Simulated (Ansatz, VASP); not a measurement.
# Te: VASP beside Ansatz

```xyz
3
Lattice="4.4713 0.0000 0.0000 -2.2356 3.8722 0.0000 0.0000 0.0000 5.9487" Properties=species:S:1:pos:R:3 pbc="T T T"
Te    1.1813    0.0000    1.9829
Te   -0.5906    1.0230    3.9658
Te    1.6450    2.8492    0.0000
```

Alike in both runs: task single point; functional PBE; k mesh 6 × 6 × 4; occupations fermi-dirac, width 0.02 eV; no spin polarisation.

```csv
,VASP,Ansatz
version,VASP 6.6.1,Ansatz 0.2.0
potentials or method,"VASP PAW PBE potentials, release 64 (Te)","plane waves, PAW"
plane-wave cutoff (eV),500,420
valence electrons in the cell,18,48
```

Ansatz gave:

```
pressure (GPa)                                                : 1.4
traceless stress, the component that is largest in VASP (GPa) : 0.15
rms of the force components (eV/Å)                            : 0.125
```

Q: Which values does VASP return?

A: Pressure (GPa): 1.4; traceless stress, the component that is largest in VASP (GPa): 0.17; rms of the force components (eV/Å): 0.132.

Atom by atom the forces differ by 0.007 eV/Å (rms over components). VASP's potentials hold 18 valence electrons a cell and Ansatz's 48, so a difference there can come from the potentials and not from the codes.

Neither program's run includes spin-orbit coupling.
